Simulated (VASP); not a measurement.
Crystal: Ga3S2.

```
Ga S
1.0
     4.00215    0.00000    0.00000
    -2.00107    3.46596    0.00000
     0.00000    0.00000    8.61786
Ga S
3 2
Cartesian
  0.0000 2.3106 4.3089
  2.0011 1.1553 4.3089
  0.0000 0.0000 4.3089
  0.0000 2.3106 0.0000
  2.0011 1.1553 0.0000
```

The cell was generated, and may not be a known phase.

* Program: VASP 6.6.1
* Task: relaxation of cell and atoms
* Functional: PBE
* Potentials or basis: VASP PAW PBE potentials, release 64 (Ga_d, S)
* Cutoff: 600 eV
* k mesh: 6 × 6 × 2
* Occupations: gaussian, width 0.1 eV
* Spin: no spin polarisation

At the start: pressure 18.2 GPa; volume 23.91 Å³/atom.

**Question.** Where does the relaxation end?

**Answer.** Over 33 steps the energy falls by 996.7 meV/atom and the volume is 24.40 Å³/atom (+2.0 %); space group P6/mmm (No. 191, to 0.1 Å) before and after.

Step by step:
```csv
step,energy change (eV),largest force (eV/Å),pressure (GPa),volume (Å³)
1,0.0000,0.0000,18.17,119.54
2,-1.4576,0.0000,-3.34,170.95
3,-1.7449,0.0000,-0.28,147.43
4,-1.7450,0.0000,-0.34,148.01
5,-1.7449,0.0000,-0.41,148.61
6,-1.7557,0.0000,-0.39,147.27
7,-1.7968,0.0000,-0.07,143.24
8,-1.9207,0.0000,-0.08,135.15
9,-2.3513,0.0000,0.51,118.88
10,-3.6379,0.0000,12.85,85.97
11,-3.6121,0.0000,6.74,91.88
12,-3.6588,0.0000,10.26,87.92
13,-3.6583,0.0000,9.10,89.15
14,-3.7480,0.0000,8.05,90.21
15,-3.9818,0.0000,5.37,93.40
16,-4.2942,0.0000,0.71,99.96
17,-4.3676,0.0000,-4.46,113.70
18,-4.3944,0.0000,-3.47,109.84
19,-4.5103,0.0000,-2.84,109.14
20,-4.7534,0.0000,0.73,106.68
21,-2.6553,0.0000,22.76,100.04
22,-4.7790,0.0000,1.56,106.29
23,-4.7505,0.0000,6.02,104.55
24,-4.8031,0.0000,2.88,105.74
25,-4.8017,0.0000,4.23,105.19
26,-4.8068,0.0000,3.55,105.46
27,-4.8409,0.0000,4.62,108.93
28,-4.8464,0.0000,4.26,108.02
29,-4.9542,0.0000,1.63,114.95
30,-4.9796,0.0000,-0.50,122.64
31,-4.9808,0.0000,-0.23,121.47
32,-4.9808,0.0000,-0.17,121.19
33,-4.9835,0.0000,0.00,121.99
```

Final structure:
```yaml
crystal:
  lattice:
    - [5.59124, 0.00000, 0.00000]
    - [-2.79562, 4.84216, 0.00000]
    - [0.00000, 0.00000, 4.50575]
  atoms:
    - { symbol: Ga, position: [0.33333, 0.66667, 0.50000] }
    - { symbol: Ga, position: [0.66667, 0.33333, 0.50000] }
    - { symbol: Ga, position: [0.00000, 0.00000, 0.50000] }
    - { symbol: S, position: [0.33333, 0.66667, 0.00000] }
    - { symbol: S, position: [0.66667, 0.33333, 0.00000] }
```

Caveat: the k points lie up to 0.70 Å⁻¹ apart in the final cell, too coarse for converged energies and pressures of a metal; a cell axis changed by over 15 % at a fixed basis, so the end point is rough.
